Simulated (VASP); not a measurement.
Set up this calculation in VASP 6.6.1, as the native input.

```
Task                   : single point
Functional             : r2SCAN
Potentials or basis    : VASP PAW PBE potentials, release 64 (Ca_sv)
Cutoff                 : 520 eV
k mesh                 : 10 × 10 × 10
Occupations            : fermi-dirac, width 0.03 eV
Spin                   : no spin polarisation
Dipole correction      : no
Further INCAR settings : ALGO = Normal; EDIFF = 1e-06; NBANDS = 11
```

The system is Ca.

```xyz
1
Lattice="0.0000 2.7835 2.7835 2.7835 0.0000 2.7835 2.7835 2.7835 0.0000" Properties=species:S:1:pos:R:3 pbc="T T T"
Ca    0.0000    0.0000    0.0000
```

The input as run:

POSCAR

```
Ca
1.0
    0.0000000000      2.7835023068      2.7835023068
    2.7835023068      0.0000000000      2.7835023068
    2.7835023068      2.7835023068      0.0000000000
Ca
1
Direct
    0.0000000000      0.0000000000      0.0000000000
```

INCAR.step1

```
PREC     = Accurate       # precision mode
ENCUT    = 520            # plane-wave cutoff, eV
ISMEAR   = -1             # smearing method
SIGMA    = 0.03           # smearing width, eV
LREAL    = False          # projectors in reciprocal space
LASPH    = True           # aspherical terms in the spheres
NELM     = 60             # most SCF steps
NBANDS   = 11             # bands
GGA      = PE             # functional
ALGO     = Normal         # electronic algorithm
EDIFF    = 1E-4           # SCF threshold, eV
LWAVE    = True           # write WAVECAR
LCHARG   = False          # write CHGCAR
```

INCAR.step2

```
PREC     = Accurate       # precision mode
ENCUT    = 520            # plane-wave cutoff, eV
EDIFF    = 1E-6           # SCF threshold, eV
ISMEAR   = -1             # smearing method
SIGMA    = 0.03           # smearing width, eV
LREAL    = False          # projectors in reciprocal space
LASPH    = True           # aspherical terms in the spheres
NELM     = 60             # most SCF steps
ALGO     = Normal         # electronic algorithm
ISIF     = 2              # what is computed and relaxed
LWAVE    = False          # write WAVECAR
LCHARG   = False          # write CHGCAR
METAGGA  = R2SCAN         # meta-GGA
LMIXTAU  = True         
NBANDS   = 11             # bands
ISTART   = 1
```

KPOINTS

```
regular mesh
0
Gamma
  10 10 10
```

Potentials or basis: VASP PAW PBE potentials, release 64 (Ca_sv).

Command:

```bash
$ cat potpaw_PBE.64/Ca_sv/POTCAR > POTCAR
$ cp INCAR.step1 INCAR
$ mpirun -np 1 vasp_std > vasp.out
$ cp INCAR.step2 INCAR
$ mpirun -np 1 vasp_std > vasp.out
```

Results of the run:

```
Pressure               : 0.0 GPa
Band gap on the k mesh : zero (bands 5 and 6 overlap by 0.48 eV)
```

Caveat: the PAW data sets were made with another functional, which shifts forces and pressure a little.

It took 46 s on 1 thread of Intel(R) Xeon(R) Platinum 8559C (Emerald Rapids) (shared host), peak memory 0.17 GiB.
